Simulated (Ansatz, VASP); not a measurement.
**WC in VASP and in Ansatz**

INCAR

```
  PREC = Accurate
  ENCUT = 600
  EDIFF = 1E-7
  ISMEAR = -1
  SIGMA = 0.05
  LREAL = False
  LASPH = True
  NELM = 80
  ALGO = Normal
  ISIF = 3
  LWAVE = False
  LCHARG = False
  GGA = RE
  IBRION = 2
  NSW = 60
  EDIFFG = -0.01
```

The input KPOINTS:

```
regular mesh
0
Gamma
  10 10 6
```

Contents of POSCAR:

```
WC
1.0
    1.6403461100     -2.1180379000      0.0000000000
    1.6403461100      2.1180379000      0.0000000000
    0.0000000000      0.0000000000      4.3094211000
W C
1 1
Direct
    0.5000000000      0.5000000000      0.5000000000
    0.0000000000      0.0000000000      0.0000000000
```

Contents of input.yaml:

```yaml
crystal:
  lattice:
    - [1.64034611, -2.1180379, 0.0]
    - [1.64034611, 2.1180379, 0.0]
    - [0.0, 0.0, 4.3094211]
  atoms:
    - { symbol: W, position: [0.5, 0.5, 0.5] }
    - { symbol: C, position: [0.0, 0.0, 0.0] }
hamiltonian:
  xc: revpbe
  pseudopotentials: { kind: paw }
kpoints:
  mp_grid: { grid: [10, 10, 6] }
scf:
  occupations: { method: fermi_dirac, width: 0.05 }
output:
  forces: true
  stress: true
  eigenvalues: true
relax:
  f_tol: 0.01
  max_steps: 40
  cell: { stress_tol: 0.05 }
```

Alike in both runs: task relaxation of cell and atoms; functional revPBE; k mesh 10 × 10 × 6; occupations fermi-dirac, width 0.05 eV; no spin polarisation.

```csv
,VASP,Ansatz
version,VASP 6.6.1,Ansatz 0.2.0
potentials or method,"VASP PAW PBE potentials, release 64 (W_sv, C)",Ansatz PAW
plane-wave cutoff (eV),600,420
valence electrons in the cell,18,18
```

```csv
,VASP,Ansatz,Ansatz less VASP
"gap on the k mesh at the Fermi level, each at its own relaxed structure (eV)",none,none,-
relaxed volume (Å³/atom),11.96,11.99,+0.027
relaxed length of the cell vector where the two differ most in proportion (Å),3.060,3.070,+0.0105
```

VASP's potentials were made for PBE, not for revPBE. A gap of «none» marks a metal or a gap that the smearing closes.

Spin-orbit coupling is off throughout. Noted on VASP's run: the volume moved by over 15 % at a fixed basis, so the end points are rough. Noted on Ansatz's run: the volume moved by over 15 % at a fixed basis, so the end points are rough; the plane-wave basis is chosen anew once the cell has moved, so the energies of steps on either side of that aren't comparable.
